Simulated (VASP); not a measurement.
A run of VASP 6.6.1 is set up as follows.

Contents of INCAR:

```
SYSTEM = MgO
ALGO = Normal
EDIFF = 1E-6
ENCUT = 520
GGA = PS
ISIF = 2
ISMEAR = 0
LASPH = .TRUE.
LCHARG = .TRUE.
LELF = .TRUE.
LREAL = .FALSE.
LVHAR = .TRUE.
LWAVE = .FALSE.
NBANDS = 16
NELM = 80
PREC = Accurate
SIGMA = 0.02
```

Contents of KPOINTS:

```
k-points
0
G
  9 9 6
  0 0 0
```

File POSCAR:

```
MgO
1.0
    3.3077869865      0.0000000000      0.0000000000
   -1.6538934933      2.8646275606      0.0000000000
    0.0000000000      0.0000000000      4.9828816700
Mg O
2 2
Direct
    0.3333333300      0.6666666700      0.0021597400
    0.6273750503      0.2118271332      0.5262722933
    0.3333333300      0.6666666700      0.4024402600
    0.6666666700      0.3333333300      0.9024402600
```

Potentials or basis: VASP PAW PBE potentials, release 64 (Mg, O).

Launch:

```bash
$ cat potpaw_PBE.64/Mg/POTCAR potpaw_PBE.64/O/POTCAR > POTCAR
$ mpirun -np 1 vasp_std > vasp.out
```

Problem. Estimate the band gap on the k mesh.

Solution. 3.28 eV.

Problem. What does it give for the largest force?

Solution. 5.933 eV/Å.

Forces in eV/Å, atoms in the order of the input:
```
Mg   0.005 -0.296  0.771
Mg   0.096  5.932  0.089
O   -0.125 -5.460 -1.189
O    0.025 -0.177  0.330
```

Caveat: the cell differs from its parent crystal (one atom moved); the PAW data sets were made with another functional, which shifts forces and pressure a little; an odd mesh through Γ misses points on the zone boundary, where band edges can lie.
